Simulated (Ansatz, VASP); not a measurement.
# BiTe: VASP beside Ansatz

```
Bi Te
1.0
     2.32422    1.34189    3.40472
    -2.32422    1.34189    3.40472
     0.00000   -2.68378    3.40472
Bi Te
1 1
Direct
  0.50000 0.50000 0.50000
  0.00000 0.00000 0.00000
```

Alike in both runs: task single point; functional PBEsol; k mesh 18 × 18 × 18; occupations gaussian, width 0.15 eV; no spin polarisation.

|  | VASP | Ansatz |
| --- | --- | --- |
| version | VASP 6.6.1 | Ansatz 0.2.0 |
| potentials or method | VASP PAW PBE potentials, release 64 (Bi_d, Te), cutoff 520 eV | scalar-relativistic, plane waves, PAW |
| valence electrons in the cell | 21 | 31 |

|  | VASP | Ansatz | Ansatz less VASP |
| --- | --- | --- | --- |
| gap on the k mesh at the Fermi level (eV) | none | none | - |
| pressure (GPa) | 1.1 | 1.1 | +0.01 |
| traceless stress, the component that is largest in VASP (GPa) | -0.60 | -0.60 | -0.001 |

VASP's potentials were made for PBE, not for PBEsol. A gap of «none» marks a metal or a gap that the smearing closes. VASP's potentials hold 21 valence electrons a cell and Ansatz's 31, so a difference there can come from the potentials and not from the codes.

Spin-orbit coupling is off throughout.
